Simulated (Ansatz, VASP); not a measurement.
**NaAl2 in VASP and in Ansatz**

```
Na Al
1.0
     5.04919    0.00000    0.00000
    -2.52459    4.37272    0.00000
     0.00000    0.00000    2.79624
Na Al
1 2
Direct
  0.66667 0.33333 0.50000
  0.00000 0.00000 0.00000
  0.33333 0.66667 0.50000
```

Alike in both runs: functional PBE; k mesh 12 × 12 × 16; occupations gaussian, width 0.1 eV; no spin polarisation.

Ansatz relaxed the structure, and its values are those at the end. VASP's run is a single point on that final structure, the one shown.

```csv
,VASP,Ansatz
version,VASP 6.6.1,Ansatz 0.2.0
potentials or method,"VASP PAW PBE potentials, release 64 (Na_pv, Al), cutoff 520 eV","scalar-relativistic, plane waves, PAW"
valence electrons in the cell,13,15
```

VASP gave:

```
gap on the k mesh at the Fermi level (eV) : none
pressure (GPa)                            : 0.1
```

**Question.** What did Ansatz give for the same quantities?

**Answer.** gap on the k mesh at the Fermi level (eV): none; pressure (GPa): 0.0.

A gap of «none» marks a metal or a gap that the smearing closes. VASP's potentials hold 13 valence electrons a cell and Ansatz's 15, so a difference there can come from the potentials and not from the codes.
